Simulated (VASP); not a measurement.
Write the native input for VASP 6.6.1 that does the following.

- Task: single point
- Functional: PBE
- Dispersion: D3(BJ)
- Potentials or basis: VASP PAW PBE potentials, release 64 (W_sv, S)
- Cutoff: 520 eV
- k mesh: 12 × 12 × 4
- Occupations: gaussian, width 0.05 eV
- Spin: no spin polarisation
- Dipole correction: no
- Further INCAR settings: ALGO = Normal; EDIFF = 1e-06; NBANDS = 35

The structure of WS2 lies in POSCAR:

```
WS2
1.0
    3.1542061832      0.0000000000      0.0000000000
   -1.5771030916      2.7316226834      0.0000000000
    0.0000000000      0.0000000000     12.1399091344
W S
2 4
Direct
    0.3333333333      0.6666666667      0.2500000000
    0.6666666667      0.3333333333      0.7500000000
    0.3882457489      0.7764914978      0.5955755389
    0.6666666667      0.3333333333      0.1202874207
    0.3333333333      0.6666666667      0.8797125793
    0.6666666667      0.3333333333      0.3797125793
```

This cell differs from its parent crystal: atom 3 (S) moved by (+0.300, -0.300) A along y and z.

These files were run (other wordings do the same):

INCAR

```
SYSTEM = WS2
PREC = Accurate
ENCUT = 520
EDIFF = 1E-6
ISMEAR = 0
SIGMA = 0.05
LREAL = .False.
LASPH = .True.
NELM = 60
ALGO = Normal
ISIF = 2
LWAVE = .False.
LCHARG = .False.
GGA = PE
IVDW = 12
NBANDS = 35
```

KPOINTS

```
Automatic mesh
0
Gamma
  12 12 4
  0 0 0
```

Potentials or basis: VASP PAW PBE potentials, release 64 (W_sv, S).

Run with:

```console
$ cat potpaw_PBE.64/W_sv/POTCAR potpaw_PBE.64/S/POTCAR > POTCAR
$ mpirun -np 1 vasp_std > vasp.out
```

Results of the run:

- Pressure: -4.8 GPa
- Largest force: 3.603 eV/Å
- Band gap on the k mesh: 0.60 eV (least direct gap 1.42 eV)
- Dispersion energy per atom: -0.436 eV

Caveat: the cell differs from its parent crystal (atom 3 (S) moved by (+0.300, -0.300) A along y and z); the cell stands under tension; spin-orbit coupling is left out, which moves the levels of the heavy elements; forces of over 1 eV/Å act on the atoms, so gaps and moduli don't describe the material at rest.

Wall time 6.6 min on 1 thread of Intel(R) Xeon(R) Platinum 8259CL CPU @ 2.50GHz (Skylake/Cascade Lake) (shared host), peak memory 0.56 GiB.
